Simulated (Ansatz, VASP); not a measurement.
**NaH: VASP beside Ansatz**

```
CELL_PARAMETERS angstrom
2.86647 0.00000 0.00000
0.00000 3.04378 0.00000
0.00000 0.00000 2.95512
ATOMIC_POSITIONS crystal
Na 0.00000 0.00000 0.00000
H 0.50000 0.50000 0.50000
```

Change from the starting cell: strain -0.0300 x Voigt [1, -1, 0, 0, 0, 0], atoms carried along.

Alike in both runs: task single point; functional PBE; k mesh 10 × 10 × 10; occupations gaussian, width 0.05 eV; no spin polarisation.

```csv
,VASP,Ansatz
version,VASP 6.6.1,Ansatz 0.2.0
potentials or method,"VASP PAW PBE potentials, release 64 (Na_pv, H), cutoff 520 eV","scalar-relativistic, plane waves, PAW"
valence electrons in the cell,8,10
```

VASP gave:

| Quantity | Value |
| --- | --- |
| gap on the k mesh at the Fermi level (eV) | 0.73 |
| least direct gap on the mesh (eV) | 4.33 |
| pressure (GPa) | 0.2 |
| traceless stress, the component that is largest in VASP (GPa) | 3.42 |

Problem. Estimate Ansatz's values.

Solution. gap on the k mesh at the Fermi level (eV): 0.73; least direct gap on the mesh (eV): 4.34; pressure (GPa): 0.3; traceless stress, the component that is largest in VASP (GPa): 3.42.

VASP's potentials hold 8 valence electrons a cell and Ansatz's 10, so a difference there can come from the potentials and not from the codes.
